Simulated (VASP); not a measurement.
# FeO: single point with PBE

FeO:

```xyz
4
Lattice="3.1056 0.0000 0.0000 0.0000 3.1056 0.0000 0.0000 0.0000 5.5714" Properties=species:S:1:pos:R:3 pbc="T T T"
Fe    1.5528    0.0000    2.7857
Fe    0.0000    1.5528    0.0000
O     1.5528    1.5528    1.3928
O     1.5528    1.5528    4.1785
```

```yaml
Program: VASP 6.6.1
Task: single point
Functional: PBE
Potentials_or_basis: VASP PAW PBE potentials, release 64 (Fe, O)
Cutoff: 520 eV
k_mesh: 9 × 9 × 5
Occupations: fermi-dirac, width 0.05 eV
Spin: collinear spin, ferromagnetic start
Starting_moments: "[3.0, 3.0, 0.0, 0.0] μB"
Dipole_correction: no
Further_INCAR_settings: ALGO = Normal; EDIFF = 1e-06; NBANDS = 26
```

```
Pressure                                              : -13.0 GPa
Net moment                                            : 7.89 μB per cell
Site moments                                          : Fe +3.60; O +0.26 μB
Valence electrons inside the program's atomic spheres : Fe 6.61; O 4.96
```

Stress tensor (GPa, compression positive):
```
-11.00   0.00   0.00
  0.00 -11.00   0.00
  0.00   0.00 -16.91
```

Levels at points of the mesh, in eV from the Fermi level:
Spin up:
```tsv
k point	band 14	band 15	band 16	band 17	band 18	band 19	band 20	band 21	band 22	band 23
(0.00, 0.00, 0.00)	-3.34	-2.89	-2.75	-0.14	-0.14	0.27	4.63	5.85	12.03	12.80
```
Spin down:
| k point | band 6 | band 7 | band 8 | band 9 | band 10 | band 11 | band 12 | band 13 | band 14 | band 15 |
| --- | --- | --- | --- | --- | --- | --- | --- | --- | --- | --- |
| (0.00, 0.00, 0.00) | -2.93 | -2.93 | -2.49 | -2.44 | -1.62 | -0.44 | 0.53 | 0.53 | 0.65 | 0.66 |

It took 88 s on 1 thread of Intel Xeon 6975P-C, on a shared host, peak memory 0.24 GiB.

Caveat: semilocal functionals often make such compounds metallic where correlation or magnetic order opens a gap, which also shifts bond lengths; only a ferromagnetic start was run, and an antiferromagnetic order may lie lower in energy. With open d or f shells a metallic result of PBE can be an artefact of self-interaction; +U or a hybrid may open a gap.
